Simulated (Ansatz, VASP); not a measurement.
**B in VASP and in Ansatz**

Contents of INCAR:

```
SYSTEM = B
  PREC = Accurate
  ENCUT = 520
  EDIFF = 1E-6
  ISMEAR = -1
  SIGMA = 0.1
  LREAL = .FALSE.
  LASPH = .TRUE.
  NELM = 60
  ALGO = Normal
  ISIF = 2
  LWAVE = .FALSE.
  LCHARG = .TRUE.
  GGA = RP
  LELF = .TRUE.
  LVHAR = .TRUE.
  NBANDS = 14
```

Contents of KPOINTS:

```
regular mesh
0
G
  23 23 2
  0 0 0
```

The input POSCAR:

```
B
1.0
    1.7245129453      0.0000000000      0.0000000000
   -0.8622564727      1.4934720198      0.0000000000
    0.0000000000      0.0000000000     21.3174729883
B
4
Direct
    1.0000000000      1.0000000000      0.0000000000
    1.0000000000      0.0000000000      0.5000000000
    0.3333333333      0.6666666667      0.2500000000
    0.6666666667      0.3333333333      0.7500000000
```

Input for Ansatz:

```yaml
crystal:
  lattice:
    - [1.7245129453, 0.0, 0.0]
    - [-0.8622564727, 1.4934720198, 0.0]
    - [0.0, 0.0, 21.3174729883]
  atoms:
    - { symbol: B, position: [1.0, 1.0, 0.0] }
    - { symbol: B, position: [1.0, 0.0, 0.5] }
    - { symbol: B, position: [0.3333333333, 0.6666666667, 0.25] }
    - { symbol: B, position: [0.6666666667, 0.3333333333, 0.75] }
hamiltonian:
  xc: rpbe
  pseudopotentials:
    kind: paw
    azcp:
      B: "pseudopotentials/B.paw.azcp"
basis:
  ecutwfc: 420
  fft_grid_basis: typed
kpoints:
  mp_grid: { grid: [23, 23, 2], shift: [0, 0, 0] }
magnetization:
  spin_polarized: false
scf:
  occupations: { method: fermi_dirac, width: 0.1 }
  lower_state_search: "off"
output:
  stress: true
```

Alike in both runs: task single point; functional RPBE; k mesh 23 × 23 × 2; occupations fermi-dirac, width 0.1 eV; no spin polarisation.

|  | VASP | Ansatz |
| --- | --- | --- |
| version | VASP 6.6.1 | Ansatz 0.2.0 |
| potentials or method | VASP PAW PBE potentials, release 64 (B), cutoff 520 eV | plane waves (420 eV) with PAW, scalar-relativistic |
| valence electrons in the cell | 12 | 12 |

|  | VASP | Ansatz | Ansatz less VASP |
| --- | --- | --- | --- |
| pressure (GPa) | -1.2 | -1.1 | +0.12 |
| traceless stress, the component that is largest in VASP (GPa) | 1.13 | 1.09 | -0.036 |

VASP's potentials were made for PBE, not for RPBE.
